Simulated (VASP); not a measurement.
Here is a VASP 6.6.1 calculation.

The input INCAR:

```
ALGO = Normal
EDIFF = 1E-6
ENCUT = 500
GGA = PE
GGA_COMPAT = F
ISIF = 2
ISMEAR = -1
LASPH = T
LCHARG = F
LREAL = F
LWAVE = F
NBANDS = 11
NELM = 120
PREC = Accurate
SIGMA = 0.1
```

File KPOINTS:

```
k-points
0
Gamma
  12 12 12
```

Contents of POSCAR:

```
Ba
1.0
   -2.5118999343      2.5118999343      2.5118999343
    2.5118999343     -2.5118999343      2.5118999343
    2.5118999343      2.5118999343     -2.5118999343
Ba
1
Direct
    0.0000000000      0.0000000000      0.0000000000
```

Potentials or basis: VASP PAW PBE potentials, release 64 (Ba_sv).

Launch:

```bash
$ cat potpaw_PBE.64/Ba_sv/POTCAR > POTCAR
$ mpirun -np 1 vasp_std > vasp.out
```

Task: Predict the band gap on the k mesh.

Result: Zero (bands 5 and 6 overlap by 1.05 eV).

Task: What does it give for the pressure?

Result: 0.0 GPa.

Caveat: spin-orbit coupling is left out, which moves the levels of the heavy elements.
